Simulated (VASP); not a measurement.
# Y3Cr (Pm-3m) in VASP: single point with PBE

Aim: the single point of Y3Cr with PBE.

All numbers are computed with VASP 6.6.1; they aren't measurements. Logs are shortened: lines on timing, memory, paths and dates and some standing lists are left out, and cuts for length are marked.

### Step 1. The cell of the first run

Symmetry: Pm-3m, No. 221, cubic system. Conventional cell: a = 4.801 Å, b = 4.801 Å, c = 4.801 Å, α = 90.00°, β = 90.00°, γ = 90.00°. Y (site symmetry 4/mmm) has 8 Y at 3.40 Å and 4 Cr at 3.40 Å within 4.5 Å. Within 4.5 Å of Cr (site symmetry m-3m) lie 12 Y at 3.40 Å.

### Step 2. Single point, PBE, collinear spin, ferromagnetic start

INCAR reads:

```
SYSTEM = Y3Cr
PREC = Accurate
ENCUT = 520
EDIFF = 1E-7
ISMEAR = 0
SIGMA = 0.1
LREAL = .FALSE.
LASPH = .TRUE.
NELM = 150
ALGO = Normal
ISIF = 2
LWAVE = .FALSE.
LCHARG = .TRUE.
ISPIN = 2
MAGMOM = 0 0 0 4.38
LORBIT = 11
LMAXMIX = 4
GGA = PE
LELF = .TRUE.
LVHAR = .TRUE.
NBANDS = 34
```

KPOINTS reads:

```
Automatic mesh
0
G
  10 10 10
  0 0 0
```

POSCAR reads:

```
Y3Cr
1.0
    4.8013908326      0.0000000000      0.0000000000
    0.0000000000      4.8013908326      0.0000000000
    0.0000000000      0.0000000000      4.8013908326
Y Cr
3 1
Direct
    0.0000000000      0.5000000000      0.5000000000
    0.5000000000      0.0000000000      0.5000000000
    0.5000000000      0.5000000000      0.0000000000
    0.0000000000      0.0000000000      0.0000000000
```

Potentials or basis: VASP PAW PBE potentials, release 64 (Y_sv, Cr_pv).

Started as:

```
> cat potpaw_PBE.64/Y_sv/POTCAR potpaw_PBE.64/Cr_pv/POTCAR > POTCAR
> mpirun -np 1 vasp_std > vasp.out
```

OUTCAR:

```text
SYSTEM = Y3Cr
   PREC = Accurate
   ENCUT = 520
   EDIFF = 1E-7
   ISMEAR = 0
   LREAL = .FALSE.
   LASPH = .TRUE.
   NELM = 150
   ISIF = 2
   ISPIN = 2
   LORBIT = 11
   GGA = PE

 ion  position               nearest neighbor table
   1  0.000  0.500  0.500-   2 3.40   3 3.40   4 3.40   3 3.40   4 3.40   2 3.40   4 3.40   4 3.40
                             2 3.40   3 3.40   3 3.40   2 3.40
   2  0.500  0.000  0.500-   1 3.40   3 3.40   4 3.40   3 3.40   4 3.40   1 3.40   3 3.40   3 3.40
                             1 3.40   4 3.40   4 3.40   1 3.40
   3  0.500  0.500  0.000-   1 3.40   2 3.40   4 3.40   1 3.40   2 3.40   2 3.40   4 3.40   2 3.40
                             1 3.40   4 3.40   1 3.40   4 3.40
   4  0.000  0.000  0.000-   1 3.40   2 3.40   3 3.40   1 3.40   2 3.40   1 3.40   3 3.40   1 3.40
                             2 3.40   3 3.40   2 3.40   3 3.40

  LATTYP: Found a simple cubic cell.
 ALAT       =     4.8013908326

  Lattice vectors:

 A1 = (   4.8013908326,   0.0000000000,   0.0000000000)
 A2 = (   0.0000000000,   4.8013908326,   0.0000000000)
 A3 = (   0.0000000000,   0.0000000000,   4.8013908326)

Analysis of symmetry for initial positions (statically):
=====================================================================
 Subroutine PRICEL returns:
 Original cell was already a primitive cell.

 Routine SETGRP: Setting up the symmetry group for a
 simple cubic supercell.

 Subroutine GETGRP returns: Found 48 space group operations
 (whereof 48 operations were pure point group operations)
 out of a pool of 48 trial point group operations.

The static configuration has the point symmetry O_h .

Analysis of symmetry for dynamics (positions and initial velocities):
=====================================================================
 Subroutine PRICEL returns:
 Original cell was already a primitive cell.

 Routine SETGRP: Setting up the symmetry group for a
 simple cubic supercell.

 Subroutine GETGRP returns: Found 48 space group operations
 (whereof 48 operations were pure point group operations)
 out of a pool of 48 trial point group operations.

The dynamic configuration has the point symmetry O_h .

Analysis of structural, dynamic, and magnetic symmetry:
=====================================================================
 Subroutine PRICEL returns:
 Original cell was already a primitive cell.

 Routine SETGRP: Setting up the symmetry group for a
 simple cubic supercell.

 Subroutine GETGRP returns: Found 48 space group operations
 (whereof 48 operations were pure point group operations)
 out of a pool of 48 trial point group operations.

The overall configuration has the point symmetry O_h .

 Subroutine INISYM returns: Found 48 space group operations
 (whereof 48 operations are pure point group operations),
 and found     1 'primitive' translations

----------------------------------------------------------------------------------------

                                     Primitive cell

  volume of cell :     110.6882

  direct lattice vectors                    reciprocal lattice vectors
     4.801390833  0.000000000  0.000000000     0.208272985  0.000000000  0.000000000
     0.000000000  4.801390833  0.000000000     0.000000000  0.208272985  0.000000000
     0.000000000  0.000000000  4.801390833     0.000000000  0.000000000  0.208272985

  length of vectors
     4.801390833  4.801390833  4.801390833     0.208272985  0.208272985  0.208272985

  position of ions in fractional coordinates (direct lattice)
     0.000000000  0.500000000  0.500000000
     0.500000000  0.000000000  0.500000000
     0.500000000  0.500000000  0.000000000
     0.000000000  0.000000000  0.000000000

  ion indices of the primitive-cell ions
   primitive index   ion index
                 1           1
                 2           2
                 3           3
                 4           4

----------------------------------------------------------------------------------------

 KPOINTS: Automatic mesh

Automatic generation of k-mesh.
 Grid dimensions read from file:
 generate k-points for:   10   10   10

 Generating k-lattice:

  Cartesian coordinates                     Fractional coordinates (reciprocal lattice)
     0.020827298  0.000000000  0.000000000     0.100000000  0.000000000  0.000000000
     0.000000000  0.020827298  0.000000000     0.000000000  0.100000000  0.000000000
     0.000000000  0.000000000  0.020827298     0.000000000  0.000000000  0.100000000

  Length of vectors
     0.020827298  0.020827298  0.020827298

  Shift w.r.t. Gamma in fractional coordinates (k-lattice)
     0.000000000  0.000000000  0.000000000

 Subroutine IBZKPT returns following result:
 ===========================================

 Found     56 irreducible k-points:

 Following reciprocal coordinates:
            Coordinates               Weight
  0.000000  0.000000  0.000000      1.000000
  0.100000  0.000000  0.000000      6.000000
  0.200000  0.000000  0.000000      6.000000
  0.300000  0.000000  0.000000      6.000000
  0.400000  0.000000  0.000000      6.000000
  0.500000  0.000000  0.000000      3.000000
[... 16 lines left out ...]
  0.200000  0.100000  0.100000     24.000000
  0.300000  0.100000  0.100000     24.000000
 [... further k-points ...]
   k-points           NKPTS =     56   k-points in BZ     NKDIM =     56   number of bands    NBANDS=     34
   number of dos      NEDOS =    301   number of ions     NIONS =      4
   total plane-waves  NPLWV =  46656
   dimension x,y,z NGX =    36 NGY =   36 NGZ =   36
   dimension x,y,z NGXF=    72 NGYF=   72 NGZF=   72
   ions per type =               3   1
   NGX,Y,Z   is equivalent  to a cutoff of  12.46, 12.46, 12.46 a.u.
   NGXF,Y,Z  is equivalent  to a cutoff of  24.93, 24.93, 24.93 a.u.
 SYSTEM =  Y3Cr
   PREC   = accura    normal or accurate (medium, high low for compatibility)
   ISTART =      0    job   : 0-new  1-cont  2-samecut
   ICHARG =      2    charge: 1-file 2-atom 10-const
   ISPIN  =      2    spin polarized calculation?
   LNONCOLLINEAR =      F non collinear calculations
   LSORBIT =      F    spin-orbit coupling
   LASPH  =      T    aspherical Exc in radial PAW
   ENCUT  =  520.0 eV  38.22 Ry    6.18 a.u.   8.93  8.93  8.93*2*pi/ulx,y,z
   NELM   =    150;   NELMIN=  2; NELMDL= -5     # of ELM steps
   EDIFF  = 0.1E-06   stopping-criterion for ELM
   LREAL  =      F    real-space projection
   EDIFFG = 0.1E-05   stopping-criterion for IOM
   NSW    =      0    number of steps for IOM
   IBRION =     -1    ionic relax: 0-MD 1-quasi-New 2-CG
   NFREE  =      0    steps in history (QN), initial steepest desc. (CG)
   ISIF   =      2    stress and relaxation
   ISYM   =      2    0-nonsym 1-usesym 2-fastsym
   POTIM  = 0.5000    time-step for ionic-motion
   TEBEG  =    0.0;   TEEND  =   0.0 temperature during run
   PSTRESS=    0.0 pullay stress
   NELECT =      45.0000    total number of electrons
   NUPDOWN=      -1.0000    fix difference up-down
   EMIN   =  10.00;   EMAX   =-10.00  energy-range for DOS
   EFERMI =   0.00;   METHOD = LEGACY
   ISMEAR =     0;   SIGMA  =   0.10  broadening in eV -4-tet -1-fermi 0-gaus
   EFERMI_NEDOS =   21; number of points for ismear=-14 and -15
   IALGO  =     38    algorithm
   IMIX   =      4    mixing-type and parameters
     AMIX     =   0.40;   BMIX     =  1.00
     AMIX_MAG =   1.60;   BMIX_MAG =  1.00
  volume/ion in A,a.u.               =      27.67       186.74
  Fermi-wavevector in a.u.,A,eV,Ry     =   1.212770  2.291804 20.011615  1.470812
  Thomas-Fermi vector in A             =   2.348244
   LORBIT       =     11    0 simple, 1 ext, 2 COOP (PROOUT), +10 PAW based schemes
   GGA     = PE    functional components
   LHFCALC =     F    Hartree Fock is set to
   AEXX    =    0.0000 exact exchange contribution
   IVDW    =     0    specifies the selected vdW correction
   LEPSILON=     F    determine dielectric tensor
   LRPA    =     F    only Hartree local field effects (RPA)
 spin polarized calculation
 Gauss-broadening in eV      SIGMA  =   0.10
  energy-cutoff  :      520.00
  volume of cell :      110.69
 maximum number of plane-waves:      3016
 NGX is ok and might be reduce to    36
   NGX = 17   NGY = 17   NGZ = 17

 number of electron      45.0000021 magnetization       2.4399109

 number of electron      45.0000016 magnetization      -3.0330002

 Free energy of the ion-electron system (eV)
  ---------------------------------------------------
  ext. energy  EPLUGINS =         0.00000000
  ---------------------------------------------------
  free energy    TOTEN  =       -27.53939028 eV

  energy without entropy =      -27.50591488  energy(sigma->0) =      -27.52265258

 E-fermi :   3.7775     XC(G=0):  -9.8899

 val. band max:        3.7770058208   @ k =   0.5000   0.1000   0.0000
 cond. band min:       3.7799221469   @ k =   0.4000   0.3000   0.2000
 fundamental gap:      0.0029163261
 Fermi energy:         3.7774684893

 spin component 1

 k-point     1 :       0.0000    0.0000    0.0000
  band No.  band energies     occupation
      1     -38.8288      1.00000
      2     -38.7006      1.00000
      3     -38.7006      1.00000
      4     -36.7090      1.00000
      5     -36.7090      1.00000
      6     -36.7090      1.00000
[... 26 lines left out ...]
     33       8.1877      0.00000
     34       8.8297      0.00000

 k-point     2 :       0.1000    0.0000    0.0000
  band No.  band energies     occupation
      1     -38.8261      1.00000
      2     -38.7034      1.00000
      3     -38.7006      1.00000
      4     -36.7090      1.00000
      5     -36.7090      1.00000
      6     -36.7090      1.00000
[... 26 lines left out ...]
     33       8.2480      0.00000
     34       8.5782      0.00000
[... 775 lines left out ...]
     33       8.1662      0.00000
     34       8.3724      0.00000

 k-point    24 :       0.3000    0.1000    0.1000
  band No.  band energies     occupation
      1     -38.8018      1.00000
      2     -38.7238      1.00000
      3     -38.7045      1.00000
      4     -36.7090      1.00000
      5     -36.7090      1.00000
      6     -36.7088      1.00000
[... 26 lines left out ...]
     33       7.9089      0.00000
     34       7.9654      0.00000

 [... further k-points ...]

 spin component 2

 k-point     1 :       0.0000    0.0000    0.0000
  band No.  band energies     occupation
      1     -40.2194      1.00000
      2     -40.2194      1.00000
      3     -40.2194      1.00000
      4     -38.7184      1.00000
      5     -38.5942      1.00000
      6     -38.5942      1.00000
[... 26 lines left out ...]
     33       7.5664      0.00000
     34       8.8014      0.00000

 k-point     2 :       0.1000    0.0000    0.0000
  band No.  band energies     occupation
      1     -40.2195      1.00000
      2     -40.2194      1.00000
      3     -40.2194      1.00000
      4     -38.7156      1.00000
      5     -38.5969      1.00000
      6     -38.5942      1.00000
[... 26 lines left out ...]
     33       7.7169      0.00000
     34       8.5706      0.00000
[... 775 lines left out ...]
     33       7.8303      0.00000
     34       8.0334      0.00000

 k-point    24 :       0.3000    0.1000    0.1000
  band No.  band energies     occupation
      1     -40.2198      1.00000
      2     -40.2195      1.00000
      3     -40.2194      1.00000
      4     -38.6916      1.00000
      5     -38.6164      1.00000
      6     -38.5979      1.00000
[... 26 lines left out ...]
     33       7.5216      0.00000
     34       7.9677      0.00000

 [... further k-points ...]

------------------------ aborting loop because EDIFF is reached ----------------------------------------

  FORCE on cell =-STRESS in cart. coord.  units (eV):
  Direction    XX          YY          ZZ          XY          YZ          ZX
  --------------------------------------------------------------------------------------
  -------------------------------------------------------------------------------------
  Total       -0.0463331     -0.0463331     -0.0463331      0.0000000      0.0000000     -0.0000000
  in kB       -0.6706581     -0.6706581     -0.6706581      0.0000000      0.0000000     -0.0000000
  external PRESSURE =      -0.6706581 kB  Pullay stress =       0.0000000 kB

 VOLUME and BASIS-vectors are now :
 -----------------------------------------------------------------------------
  energy-cutoff  :      520.00
  volume of cell :      110.69
      direct lattice vectors                 reciprocal lattice vectors
     4.801390833  0.000000000  0.000000000     0.208272985  0.000000000  0.000000000
     0.000000000  4.801390833  0.000000000     0.000000000  0.208272985  0.000000000
     0.000000000  0.000000000  4.801390833     0.000000000  0.000000000  0.208272985

 POSITION                                       TOTAL-FORCE (eV/Angst)
 -----------------------------------------------------------------------------------
      0.00000      2.40070      2.40070         0.000000      0.000000      0.000000
      2.40070      0.00000      2.40070         0.000000      0.000000      0.000000
      2.40070      2.40070      0.00000         0.000000      0.000000      0.000000
      0.00000      0.00000      0.00000         0.000000      0.000000      0.000000
 -----------------------------------------------------------------------------------
    total drift:                                0.000000      0.000000      0.000000

  FREE ENERGIE OF THE ION-ELECTRON SYSTEM (eV)
  ---------------------------------------------------
  free  energy   TOTEN  =       -27.5393902835 eV

  energy  without entropy=      -27.5059148786  energy(sigma->0) =      -27.52265258

 total charge

# of ion       s       p       d       f       tot
--------------------------------------------------
    1        2.284   6.232   1.008   0.012   9.536
    2        2.284   6.232   1.008   0.012   9.536
    3        2.284   6.232   1.008   0.012   9.536
    4        0.322   6.144   3.994   0.000  10.459
--------------------------------------------------
tot          7.175  24.838   7.018   0.036  39.066

 magnetization (x)

# of ion       s       p       d       f       tot
--------------------------------------------------
    1        0.023   0.008   0.216  -0.002   0.245
    2        0.023   0.008   0.216  -0.002   0.245
    3        0.023   0.008   0.216  -0.002   0.245
    4       -0.060  -0.049  -3.448   0.000  -3.557
--------------------------------------------------
tot          0.008  -0.023  -2.801  -0.006  -2.822
```

It took 16 min on 1 thread of Intel Xeon 8259CL, shared host; peak memory 0.47 GiB.

What came out:

* Free energy: -27.5394 eV
* Pressure: -0.1 GPa
* Band gap on the k mesh: zero (filled and empty bands overlap)
* Net moment: -3.03 μB per cell
* Site moments: Y +0.24; Cr -3.56 μB
* Valence electrons inside the program's atomic spheres: Y 9.54; Cr 10.46
